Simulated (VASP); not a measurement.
Write the native input for VASP 6.6.1 that does the following.

* Task: single point
* Functional: r2SCAN
* Potentials or basis: VASP PAW PBE potentials, release 64 (Ga_d, As)
* Cutoff: 520 eV
* k mesh: 8 × 8 × 8
* Occupations: fermi-dirac, width 0.02 eV
* Spin: non-collinear spin, zero start, spin-orbit coupling
* Starting moments: [[0.0, 0.0, 0.0], [0.0, 0.0, 0.0]] μB
* Dipole correction: no
* Further INCAR settings: ALGO = Normal; EDIFF = 1e-06; NBANDS = 30

GaAs:

```
Ga As
1.0
     0.00000    2.77642    2.77642
     2.77642    0.00000    2.77642
     2.77642    2.77642    0.00000
Ga As
1 1
Direct
  0.00000 0.00000 0.00000
  0.25000 0.25000 0.25000
```

This cell differs from its parent crystal: strain -2.0%.

These files were run (other wordings do the same):

POSCAR

```
GaAs
1.0
    0.0000000000      2.7764233935      2.7764233935
    2.7764233935      0.0000000000      2.7764233935
    2.7764233935      2.7764233935      0.0000000000
Ga As
1 1
Direct
    0.0000000000      0.0000000000      0.0000000000
    0.2500000000      0.2500000000      0.2500000000
```

INCAR.step1

```
ALGO = Normal
EDIFF = 1E-4
ENCUT = 520
GGA = PE
GGA_COMPAT = False
ISMEAR = -1
LASPH = True
LCHARG = False
LREAL = False
LSORBIT = True
LWAVE = True
MAGMOM = 0 0 0 0 0 0
NBANDS = 30
NELM = 150
PREC = Accurate
SIGMA = 0.02
```

INCAR.step2

```
ALGO = Normal
EDIFF = 1E-6
ENCUT = 520
GGA_COMPAT = False
ISIF = 2
ISMEAR = -1
ISTART = 1
LASPH = True
LCHARG = True
LMIXTAU = True
LORBIT = 11
LORBMOM = True
LREAL = False
LSORBIT = True
LVHAR = True
LWAVE = False
MAGMOM = 0 0 0 0 0 0
METAGGA = R2SCAN
NBANDS = 30
NELM = 150
PREC = Accurate
SIGMA = 0.02
```

KPOINTS

```
k-points
0
Gamma
  8 8 8
```

Potentials or basis: VASP PAW PBE potentials, release 64 (Ga_d, As).

Command:

```sh
$ cat potpaw_PBE.64/Ga_d/POTCAR potpaw_PBE.64/As/POTCAR > POTCAR
$ cp INCAR.step1 INCAR
$ mpirun -np 1 vasp_ncl > vasp.out
$ cp INCAR.step2 INCAR
$ mpirun -np 1 vasp_ncl > vasp.out
```

Results of the run:

- Pressure: 5.2 GPa
- Net moment: 0.00 μB per cell
- Valence electrons inside the program's atomic spheres: Ga 11.71; As 2.92

Caveat: the cell differs from its parent crystal (strain -2.0%); the cell stands under pressure; the PAW data sets were made with another functional, which shifts forces and pressure a little.

Wall time 23 min on 1 thread of Intel Xeon 8259CL, with other jobs on the host, peak memory 0.37 GiB.
